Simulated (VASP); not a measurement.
Here is a VASP 6.6.1 calculation.

The input INCAR:

```
ALGO = Normal ; EDIFF = 1E-6
ENCUT = 520 ; GGA = PE
ISIF = 2 ; ISMEAR = -1
LASPH = T ; LCHARG = T
LELF = T ; LREAL = F
LVHAR = T ; LWAVE = F
NBANDS = 33 ; NELM = 100
PREC = Accurate ; SIGMA = 0.1
```

Contents of KPOINTS:

```
k-points
0
Gamma
  3 3 3
```

POSCAR

```
Sb2Mo
1.0
    5.1783430000     -0.2492400000      0.0685340000
   -1.2452760000      5.1892600000     -0.0648020000
   -0.3093150000     -0.6166220000      4.9778910000
Mo Sb
2 4
Direct
    0.2108372723      0.0454835564      0.2272638963
    0.1226862610      0.3421473323      0.7127578027
    0.5329308321      0.1514460545      0.6896125539
    0.9662202873      0.4237190104      0.2278516942
    0.4924904503      0.7293130483      0.1450057070
    0.9572449330      0.8499899098      0.7052860784
```

Potentials or basis: VASP PAW PBE potentials, release 64 (Mo_sv, Sb).

Command:

```sh
$ cat potpaw_PBE.64/Mo_sv/POTCAR potpaw_PBE.64/Sb/POTCAR > POTCAR
$ mpirun -np 1 vasp_std > vasp.out
```

**Question.** Predict the largest force.

**Answer.** 2.947 eV/Å.

**Question.** Predict the pressure.

**Answer.** 10.4 GPa.

Stress tensor (GPa, compression positive):
```
15.46 -4.22 -0.03
-4.22 12.36  2.33
-0.03  2.33  3.24
```

Caveat: the k points lie up to 0.42 Å⁻¹ apart.
